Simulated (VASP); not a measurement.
# Ti2H3 (P4_2/mcm) in VASP: single point with r2SCAN

Aim: the single point of Ti2H3 with r2SCAN.

All numbers are computed with VASP 6.6.1; they aren't measurements. Logs are shortened: lines on timing, memory, paths and dates and some standing lists are left out, and cuts for length are marked.

### 1 The cell of the first run

The structure is tetragonal, space group P4_2/mcm (No. 132). The conventional cell has a = 4.343 Å, b = 4.343 Å, c = 4.386 Å, α = 90.00°, β = 90.00°, γ = 90.00°. Ti (site symmetry m2m) has 6 H at 1.89 to 1.95 Å within 2.5 Å. Within 2.5 Å of H (site symmetry 222) lie 4 Ti at 1.89 Å and 4 H at 2.17 to 2.19 Å. Within 2.6 Å of H (site symmetry -42m) lie 4 Ti at 1.95 Å and 6 H at 2.17 to 2.19 Å.

### 2 Single point, r2SCAN

Input file POSCAR:

```
Ti2H3
1.0
    4.3428484600      0.0000000000      0.0000000000
    0.0000000000      4.3428484600      0.0000000000
    0.0000000000      0.0000000000      4.3858918900
Ti H
4 6
Direct
    0.7381011600      0.2618988400      0.0000000000
    0.2618988400      0.7381011600      0.0000000000
    0.2618988400      0.2618988400      0.5000000000
    0.7381011600      0.7381011600      0.5000000000
    0.5000000000      0.0000000000      0.7500000000
    0.5000000000      0.0000000000      0.2500000000
    0.0000000000      0.5000000000      0.7500000000
    0.0000000000      0.5000000000      0.2500000000
    0.0000000000      0.0000000000      0.7500000000
    0.0000000000      0.0000000000      0.2500000000
```

Input file INCAR.step1:

```
PREC = Accurate
ENCUT = 520
ISMEAR = 0
SIGMA = 0.1
LREAL = F
LASPH = T
NELM = 80
NBANDS = 38
GGA = PE
ALGO = Normal
EDIFF = 1E-4
LWAVE = T
LCHARG = F
```

Input file INCAR.step2:

```
PREC = Accurate
ENCUT = 520
EDIFF = 1E-6
ISMEAR = 0
SIGMA = 0.1
LREAL = F
LASPH = T
NELM = 80
ALGO = Normal
ISIF = 2
LWAVE = F
LCHARG = F
METAGGA = R2SCAN
LMIXTAU = T
NBANDS = 38
ISTART = 1
```

Input file KPOINTS:

```
regular mesh
0
Gamma
  4 4 4
```

Potentials or basis: VASP PAW PBE potentials, release 64 (Ti_sv, H).

On the command line:

```bash
$ cat potpaw_PBE.64/Ti_sv/POTCAR potpaw_PBE.64/H/POTCAR > POTCAR
$ cp INCAR.step1 INCAR
$ mpirun -np 1 vasp_std > vasp.out
$ cp INCAR.step2 INCAR
$ mpirun -np 1 vasp_std > vasp.out
```

OUTCAR:

```text
PREC = Accurate
   ENCUT = 520
   EDIFF = 1E-6
   ISMEAR = 0
   LREAL = F
   LASPH = T
   NELM = 80
   ISIF = 2
   METAGGA = R2SCAN
   ISTART = 1

 ion  position               nearest neighbor table
   1  0.738  0.262  0.000-   5 1.89   6 1.89   7 1.89   8 1.89
   2  0.262  0.738  0.000-   5 1.89   6 1.89   7 1.89   8 1.89
   3  0.262  0.262  0.500-   5 1.89   6 1.89   7 1.89   8 1.89
   4  0.738  0.738  0.500-   5 1.89   6 1.89   7 1.89   8 1.89
   5  0.500  0.000  0.750-   1 1.89   2 1.89   3 1.89   4 1.89
   6  0.500  0.000  0.250-   1 1.89   2 1.89   3 1.89   4 1.89
   7  0.000  0.500  0.750-   1 1.89   2 1.89   3 1.89   4 1.89
   8  0.000  0.500  0.250-   1 1.89   2 1.89   3 1.89   4 1.89
   9  0.000  0.000  0.750-
  10  0.000  0.000  0.250-

  LATTYP: Found a simple tetragonal cell.
 ALAT       =     4.3428484600
 C/A-ratio  =     1.0099113359

  Lattice vectors:

 A1 = (   4.3428484600,   0.0000000000,   0.0000000000)
 A2 = (   0.0000000000,   4.3428484600,   0.0000000000)
 A3 = (   0.0000000000,   0.0000000000,   4.3858918900)

Analysis of symmetry for initial positions (statically):
=====================================================================
 Subroutine PRICEL returns:
 Original cell was already a primitive cell.

 Routine SETGRP: Setting up the symmetry group for a
 simple tetragonal supercell.

 Subroutine GETGRP returns: Found 16 space group operations
 (whereof  8 operations were pure point group operations)
 out of a pool of 16 trial point group operations.

The static configuration has the point symmetry D_2h.
 The point group associated with its full space group is D_4h.

Analysis of symmetry for dynamics (positions and initial velocities):
=====================================================================
 Subroutine PRICEL returns:
 Original cell was already a primitive cell.

 Routine SETGRP: Setting up the symmetry group for a
 simple tetragonal supercell.

 Subroutine GETGRP returns: Found 16 space group operations
 (whereof  8 operations were pure point group operations)
 out of a pool of 16 trial point group operations.

The dynamic configuration has the point symmetry D_2h.
 The point group associated with its full space group is D_4h.

 Subroutine INISYM returns: Found 16 space group operations
 (whereof  8 operations are pure point group operations),
 and found     1 'primitive' translations

----------------------------------------------------------------------------------------

                                     Primitive cell

  volume of cell :      82.7194

  direct lattice vectors                    reciprocal lattice vectors
     4.342848460  0.000000000  0.000000000     0.230263618  0.000000000  0.000000000
     0.000000000  4.342848460  0.000000000     0.000000000  0.230263618  0.000000000
     0.000000000  0.000000000  4.385891890     0.000000000  0.000000000  0.228003796

  length of vectors
     4.342848460  4.342848460  4.385891890     0.230263618  0.230263618  0.228003796

  position of ions in fractional coordinates (direct lattice)
     0.738101160  0.261898840  0.000000000
     0.261898840  0.738101160  0.000000000
     0.261898840  0.261898840  0.500000000
     0.738101160  0.738101160  0.500000000
     0.500000000  0.000000000  0.750000000
     0.500000000  0.000000000  0.250000000
     0.000000000  0.500000000  0.750000000
     0.000000000  0.500000000  0.250000000
     0.000000000  0.000000000  0.750000000
     0.000000000  0.000000000  0.250000000

  ion indices of the primitive-cell ions
   primitive index   ion index
                 1           1
                 2           2
                 3           3
                 4           4
                 5           5
                 6           6
                 7           7
                 8           8
                 9           9
                10          10

----------------------------------------------------------------------------------------

 KPOINTS: regular mesh

Automatic generation of k-mesh.
 Grid dimensions read from file:
 generate k-points for:    4    4    4

 Generating k-lattice:

  Cartesian coordinates                     Fractional coordinates (reciprocal lattice)
     0.057565905  0.000000000  0.000000000     0.250000000  0.000000000  0.000000000
     0.000000000  0.057565905  0.000000000     0.000000000  0.250000000  0.000000000
     0.000000000  0.000000000  0.057000949     0.000000000  0.000000000  0.250000000

  Length of vectors
     0.057565905  0.057565905  0.057000949

  Shift w.r.t. Gamma in fractional coordinates (k-lattice)
     0.000000000  0.000000000  0.000000000

 Subroutine IBZKPT returns following result:
 ===========================================

 Found     18 irreducible k-points:

 Following reciprocal coordinates:
            Coordinates               Weight
  0.000000  0.000000  0.000000      1.000000
  0.250000  0.000000  0.000000      4.000000
  0.500000  0.000000  0.000000      2.000000
  0.250000  0.250000  0.000000      4.000000
  0.500000  0.250000  0.000000      4.000000
  0.500000  0.500000  0.000000      1.000000
[... 10 lines left out ...]
  0.500000  0.250000  0.500000      4.000000
  0.500000  0.500000  0.500000      1.000000
   k-points           NKPTS =     18   k-points in BZ     NKDIM =     18   number of bands    NBANDS=     38
   number of dos      NEDOS =    301   number of ions     NIONS =     10
   total plane-waves  NPLWV =  36864
   dimension x,y,z NGX =    32 NGY =   32 NGZ =   36
   dimension x,y,z NGXF=    64 NGYF=   64 NGZF=   72
   ions per type =               4   6
   NGX,Y,Z   is equivalent  to a cutoff of  12.25, 12.25, 13.65 a.u.
   NGXF,Y,Z  is equivalent  to a cutoff of  24.50, 24.50, 27.29 a.u.
 SYSTEM =  unknown system
   PREC   = accura    normal or accurate (medium, high low for compatibility)
   ISTART =      1    job   : 0-new  1-cont  2-samecut
   ICHARG =      0    charge: 1-file 2-atom 10-const
   ISPIN  =      1    spin polarized calculation?
   LNONCOLLINEAR =      F non collinear calculations
   LSORBIT =      F    spin-orbit coupling
   LASPH  =      T    aspherical Exc in radial PAW
   ENCUT  =  520.0 eV  38.22 Ry    6.18 a.u.   8.07  8.07  8.15*2*pi/ulx,y,z
   NELM   =     80;   NELMIN=  2; NELMDL=  0     # of ELM steps
   EDIFF  = 0.1E-05   stopping-criterion for ELM
   LREAL  =      F    real-space projection
   EDIFFG = 0.1E-04   stopping-criterion for IOM
   NSW    =      0    number of steps for IOM
   IBRION =     -1    ionic relax: 0-MD 1-quasi-New 2-CG
   NFREE  =      0    steps in history (QN), initial steepest desc. (CG)
   ISIF   =      2    stress and relaxation
   ISYM   =      2    0-nonsym 1-usesym 2-fastsym
   POTIM  = 0.5000    time-step for ionic-motion
   TEBEG  =    0.0;   TEEND  =   0.0 temperature during run
   PSTRESS=    0.0 pullay stress
   NELECT =      54.0000    total number of electrons
   NUPDOWN=      -1.0000    fix difference up-down
   EMIN   =  10.00;   EMAX   =-10.00  energy-range for DOS
   EFERMI =   0.00;   METHOD = LEGACY
   ISMEAR =     0;   SIGMA  =   0.10  broadening in eV -4-tet -1-fermi 0-gaus
   EFERMI_NEDOS =   21; number of points for ismear=-14 and -15
   IALGO  =     38    algorithm
   IMIX   =      4    mixing-type and parameters
     AMIX     =   0.40;   BMIX     =  1.00
     AMIX_MAG =   1.60;   BMIX_MAG =  1.00
  volume/ion in A,a.u.               =       8.27        55.82
  Fermi-wavevector in a.u.,A,eV,Ry     =   1.420159  2.683712 27.440935  2.016852
  Thomas-Fermi vector in A             =   2.541104
   LORBIT       =      0    0 simple, 1 ext, 2 COOP (PROOUT), +10 PAW based schemes
   METAGGA = R2SCAN    functional components
   LHFCALC =     F    Hartree Fock is set to
   AEXX    =    0.0000 exact exchange contribution
   IVDW    =     0    specifies the selected vdW correction
   LEPSILON=     F    determine dielectric tensor
   LRPA    =     F    only Hartree local field effects (RPA)
 non-spin polarized calculation
 Gauss-broadening in eV      SIGMA  =   0.10
  energy-cutoff  :      520.00
  volume of cell :       82.72
 maximum number of plane-waves:      2272
   NGX = 17   NGY = 17   NGZ = 17

 number of electron      53.9999999 magnetization

 Free energy of the ion-electron system (eV)
  ---------------------------------------------------
  ext. energy  EPLUGINS =         0.00000000
  ---------------------------------------------------
  free energy    TOTEN  =       -77.39819175 eV

  energy without entropy =      -77.37121478  energy(sigma->0) =      -77.38470326

 E-fermi :   7.7121     XC(G=0): -12.3593

 val. band max:        7.6903554076   @ k =   0.5000   0.2500   0.2500
 cond. band min:       7.7265496246   @ k =   0.5000   0.5000   0.2500
 fundamental gap:      0.0361942170
 Fermi energy:         7.7121036394

 k-point     1 :       0.0000    0.0000    0.0000
  band No.  band energies     occupation
      1     -51.7940      2.00000
      2     -51.7015      2.00000
      3     -51.6973      2.00000
      4     -51.6973      2.00000
      5     -27.2928      2.00000
      6     -27.2018      2.00000
[... 30 lines left out ...]
     37      10.6178      0.00000
     38      10.6638      0.00000

 k-point     2 :       0.2500    0.0000    0.0000
  band No.  band energies     occupation
      1     -51.7808      2.00000
      2     -51.7106      2.00000
      3     -51.7008      2.00000
      4     -51.6978      2.00000
      5     -27.2397      2.00000
      6     -27.1610      2.00000
[... 30 lines left out ...]
     37      10.6395      0.00000
     38      10.6801      0.00000
[... 613 lines left out ...]
     37      10.7461      0.00000
     38      10.7462      0.00000

 k-point    18 :       0.5000    0.5000    0.5000
  band No.  band energies     occupation
      1     -51.7228      2.00000
      2     -51.7228      2.00000
      3     -51.7215      2.00000
      4     -51.7215      2.00000
      5     -27.2847      2.00000
      6     -27.2847      2.00000
[... 30 lines left out ...]
     37      10.4864      0.00000
     38      10.4865      0.00000

------------------------ aborting loop because EDIFF is reached ----------------------------------------

  FORCE on cell =-STRESS in cart. coord.  units (eV):
  Direction    XX          YY          ZZ          XY          YZ          ZX
  --------------------------------------------------------------------------------------
  -------------------------------------------------------------------------------------
  Total        0.1465226      0.1465226      0.0287490      0.0000000      0.0000000      0.0000000
  in kB        2.8379706      2.8379706      0.5568346      0.0000000      0.0000000      0.0000000
  external PRESSURE =       2.0775919 kB  Pullay stress =       0.0000000 kB

 VOLUME and BASIS-vectors are now :
 -----------------------------------------------------------------------------
  energy-cutoff  :      520.00
  volume of cell :       82.72
      direct lattice vectors                 reciprocal lattice vectors
     4.342848460  0.000000000  0.000000000     0.230263618  0.000000000  0.000000000
     0.000000000  4.342848460  0.000000000     0.000000000  0.230263618  0.000000000
     0.000000000  0.000000000  4.385891890     0.000000000  0.000000000  0.228003796

 POSITION                                       TOTAL-FORCE (eV/Angst)
 -----------------------------------------------------------------------------------
      3.20546      1.13739      0.00000        -0.001713      0.001713     -0.000000
      1.13739      3.20546      0.00000         0.001713     -0.001713      0.000000
      1.13739      1.13739      2.19295         0.001713      0.001713     -0.000000
      3.20546      3.20546      2.19295        -0.001713     -0.001713      0.000000
      2.17142      0.00000      3.28942        -0.000000      0.000000     -0.000000
      2.17142      0.00000      1.09647        -0.000000      0.000000     -0.000000
      0.00000      2.17142      3.28942        -0.000000      0.000000     -0.000000
      0.00000      2.17142      1.09647        -0.000000      0.000000     -0.000000
      0.00000      0.00000      3.28942         0.000000     -0.000000     -0.000000
      0.00000      0.00000      1.09647        -0.000000      0.000000     -0.000000
 -----------------------------------------------------------------------------------
    total drift:                                0.000000      0.000000      0.000000

  FREE ENERGIE OF THE ION-ELECTRON SYSTEM (eV)
  ---------------------------------------------------
  free  energy   TOTEN  =       -77.3981917462 eV

  energy  without entropy=      -77.3712147809  energy(sigma->0) =      -77.38470326
```

Run time: 4 min. Hardware: 1 thread of Intel Xeon 8259CL, shared host; peak memory 0.22 GiB.

What came out:

```
Free energy            : -77.3982 eV
Pressure               : 0.2 GPa
Band gap on the k mesh : zero (bands 27 and 28 overlap by 0.71 eV)
```

Forces in eV/Å, atoms in the order of the input:
```
Ti  -0.002  0.002  0.000
Ti   0.002 -0.002  0.000
Ti   0.002  0.002  0.000
Ti  -0.002 -0.002  0.000
H    0.000  0.000  0.000
H    0.000  0.000  0.000
H    0.000  0.000  0.000
H    0.000  0.000  0.000
H    0.000  0.000  0.000
H    0.000  0.000  0.000
```

Stress tensor (GPa, compression positive):
```
0.28 0.00 0.00
0.00 0.28 0.00
0.00 0.00 0.06
```

Levels at points of the mesh, in eV from the Fermi level:
```tsv
k point	band 24	band 25	band 26	band 27	band 28	band 29	band 30	band 31
(0.00, 0.00, 0.00)	-2.85	-2.85	-0.35	0.14	0.20	0.20	1.94	2.04
(0.50, 0.00, 0.00)	-1.87	-1.85	-0.92	-0.08	0.88	0.96	1.16	1.18
(0.50, 0.50, 0.00)	-0.80	-0.71	-0.71	-0.48	-0.31	1.08	1.20	1.20
(0.00, 0.00, 0.50)	-1.92	-1.15	-1.15	0.23	0.23	0.98	0.98	1.34
(0.50, 0.00, 0.50)	-1.26	-0.64	-0.64	-0.48	-0.48	1.07	1.07	1.23
(0.50, 0.50, 0.50)	-1.17	0.08	0.08	0.20	0.20	0.36	0.36	0.43
```

Caveat: the k points lie up to 0.36 Å⁻¹ apart, too coarse for converged energies and pressures of a metal; the PAW data sets were made with another functional, which shifts forces and pressure a little.
